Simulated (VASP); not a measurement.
HfO2: single point with PBE

HfO2:

```
CELL_PARAMETERS angstrom
0.00000 2.54881 2.54881
2.68262 0.00000 2.54881
2.68262 2.54881 0.00000
ATOMIC_POSITIONS crystal
Hf 0.00000 0.00000 0.00000
O 0.25000 0.25000 0.25000
O 0.75000 0.75000 0.75000
```

This cell differs from its parent crystal: strain +0.0525 x Voigt [1, 0, 0, 0, 0, 0].

```yaml
Program: VASP 6.6.1
Task: single point
Functional: PBE
Potentials_or_basis: VASP PAW PBE potentials, release 64 (Hf_pv, O)
Cutoff: 520 eV
k_mesh: 8 × 8 × 8
Occupations: gaussian, width 0.05 eV
Spin: no spin polarisation
```

The pressure is -14.3 GPa and the band gap on the k mesh is 3.14 eV, indirect (least direct gap 3.32 eV).

Stress tensor (GPa, compression positive):
```
-29.14   0.00   0.00
  0.00  -6.95   0.00
  0.00   0.00  -6.95
```

Levels at points of the mesh, in eV from the valence-band top:
```tsv
k point	band 8	band 9	band 10	band 11	band 12	band 13	band 14	band 15
(0.00, 0.00, 0.00)	-5.10	-1.18	-0.54	-0.54	3.14	3.74	5.22	9.28
(0.50, 0.00, 0.00)	-3.11	-2.77	-1.97	-1.89	4.05	4.25	6.11	8.46
(0.50, 0.50, 0.00)	-3.39	-2.09	-1.25	0.00	3.32	5.02	6.05	7.27
(0.00, 0.50, 0.50)	-3.45	-1.44	-1.44	-0.51	3.40	4.94	5.33	7.17
```

Run time: 21 s on 1 thread of AMD EPYC 9R45 96-Core Processor (Zen 5), on a shared host, peak memory 0.15 GiB.

Caveat: the cell differs from its parent crystal (strain +0.0525 x Voigt [1, 0, 0, 0, 0, 0]); spin-orbit coupling is left out, which moves the levels of the heavy elements. A k mesh can miss the band edges.
